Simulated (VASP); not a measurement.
Here is a VASP 6.6.1 calculation.

INCAR

```
SYSTEM = Sr2Ti3O8
  PREC = Accurate
  ENCUT = 520
  EDIFF = 1E-6
  ISMEAR = 0
  SIGMA = 0.05
  LREAL = Auto
  LASPH = .True.
  NELM = 80
  ALGO = Normal
  ISIF = 2
  LWAVE = .False.
  LCHARG = .True.
  LDIPOL = .True.
  IDIPOL = 3
  DIPOL = 0.5 0.5 0.500
  GGA = PS
  LELF = .True.
  LVHAR = .True.
  LVACPOTAV = .True.
  NBANDS = 123
```

The input KPOINTS:

```
Automatic mesh
0
Gamma
  2 2 1
  0 0 0
```

The input POSCAR:

```
Sr2Ti3O8
1.0
    5.5043380451      0.0000000000      0.0000000000
    0.0344432879      5.5042302799      0.0000000000
    0.0000000000      0.0000000000     23.1424098445
O Ti Sr
16 6 4
Direct
    0.7500000000      0.2500000000      0.3240803378
    0.2500000000      0.2500000000      0.3323442488
    0.7500000000      0.7500000000      0.3323442488
    0.2500000000      0.7500000000      0.3406081599
    0.5246454743      0.4753545257      0.4161721244
    0.9753545257      0.0246454743      0.4161721244
    0.2500000000      0.7500000000      0.4917360890
    0.7500000000      0.7500000000      0.5000000000
    0.2500000000      0.2500000000      0.5000000000
    0.7500000000      0.2500000000      0.5082639110
    0.0246454743      0.9753545257      0.5838278756
    0.4753545257      0.5246454743      0.5838278756
    0.7500000000      0.2500000000      0.6593918401
    0.2500000000      0.2500000000      0.6676557512
    0.7500000000      0.7500000000      0.6676557512
    0.2500000000      0.7500000000      0.6759196622
    0.5000000000      0.5000000000      0.3323442488
    0.0000000000      0.0000000000      0.3323442488
    0.0000000000      0.0000000000      0.5000000000
    0.5000000000      0.5000000000      0.5000000000
    0.5000000000      0.5000000000      0.6676557512
    0.0000000000      0.0000000000      0.6676557512
    0.0000000000      0.5000000000      0.4161721244
    0.5000000000      0.0000000000      0.4161721244
    0.5000000000      0.0000000000      0.5838278756
    0.0000000000      0.5000000000      0.5838278756
```

Potentials or basis: VASP PAW PBE potentials, release 64 (O, Ti_sv, Sr_sv).

The run is started by

```sh
$ cat potpaw_PBE.64/O/POTCAR potpaw_PBE.64/Ti_sv/POTCAR potpaw_PBE.64/Sr_sv/POTCAR > POTCAR
$ mpirun -np 1 vasp_std > vasp.out
```

(1) Estimate the largest force.

(2) What does it give for the band gap on the k mesh?

Results:

(1) 2.196 eV/Å.

(2) 0.93 eV.

Caveat: the k points lie up to 0.57 Å⁻¹ apart; the PAW data sets were made with another functional, which shifts forces and pressure a little.
